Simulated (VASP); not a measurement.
Crystal: TaN.

```
Ta N
1.0
    -2.33584    2.33584    2.01148
     2.33584   -2.33584    2.01148
     2.33584    2.33584   -2.01148
Ta N
2 2
Direct
  0.75000 0.25000 0.50000
  0.00000 0.00000 0.00000
  0.50000 0.50000 0.00000
  0.25000 0.75000 0.50000
```

- Program: VASP 6.6.1
- Task: relaxation of cell and atoms
- Functional: PBE
- Potentials or basis: VASP PAW PBE potentials, release 64 (Ta_pv, N)
- Cutoff: 600 eV
- k mesh: 6 × 6 × 6
- Occupations: gaussian, width 0.1 eV
- Spin: no spin polarisation

At the start: pressure 53.0 GPa; volume 10.97 Å³/atom.

Task: How do energy, volume and symmetry change on relaxing?

Result: Over 9 steps the energy falls by 567.6 meV/atom and the volume is 14.65 Å³/atom (+33.5 %); space group I4_1/amd (No. 141, to 0.05 Å).

The path:
| step | energy change (eV) | largest force (eV/Å) | pressure (GPa) | volume (Å³) |
| --- | --- | --- | --- | --- |
| 1 | 0.0000 | 0.0000 | 53.02 | 43.90 |
| 2 | -0.2113 | 0.0000 | -31.33 | 71.07 |
| 3 | -1.6915 | 0.0000 | -7.41 | 55.80 |
| 4 | -1.0181 | 0.0000 | 28.99 | 59.26 |
| 5 | -2.2626 | 0.0000 | 1.60 | 57.49 |
| 6 | -2.2641 | 0.0000 | 2.20 | 57.56 |
| 7 | -2.2640 | 0.0000 | 2.50 | 57.59 |
| 8 | -2.2662 | 0.0000 | -1.96 | 59.41 |
| 9 | -2.2705 | 0.0000 | -0.02 | 58.59 |

Final structure:
```
CELL_PARAMETERS angstrom
-2.70447 2.70447 2.00257
2.70447 -2.70447 2.00257
2.70447 2.70447 -2.00257
ATOMIC_POSITIONS crystal
Ta 0.75000 0.25000 0.50000
Ta 0.00000 0.00000 0.00000
N 0.50000 0.50000 0.00000
N 0.25000 0.75000 0.50000
```

Caveat: the volume moved by over 15 % at a fixed basis, so the end points are rough.
